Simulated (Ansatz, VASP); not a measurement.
# Ru in VASP and in Ansatz

```
Ru
1.0
     2.75887    0.00000    0.00000
    -1.37943    2.38925    0.00000
     0.00000    0.00000    4.36588
Ru
2
Direct
  0.66667 0.33333 0.75000
  0.33333 0.66667 0.25000
```

Alike in both runs: task single point; functional HSE06; k mesh 6 × 6 × 3; occupations fermi-dirac, width 0.05 eV; no spin polarisation.

|  | VASP | Ansatz |
| --- | --- | --- |
| version | VASP 6.6.1 | Ansatz 0.2.0 |
| potentials or method | VASP PAW PBE potentials, release 64 (Ru_pv) | Ansatz PAW |
| plane-wave cutoff (eV) | 520 | 420 |
| valence electrons in the cell | 28 | 32 |

```tsv
	VASP	Ansatz	Ansatz less VASP
gap on the k mesh at the Fermi level (eV)	none	none	-
pressure (GPa)	-24.5	-25.0	-0.44
traceless stress, the component that is largest in VASP (GPa)	-4.71	-4.77	-0.061
```

A gap of «none» marks a metal or a gap that the smearing closes. VASP's potentials hold 28 valence electrons a cell and Ansatz's 32, so a difference there can come from the potentials and not from the codes.

The k mesh is coarse, so the values compare programs but aren't converged.
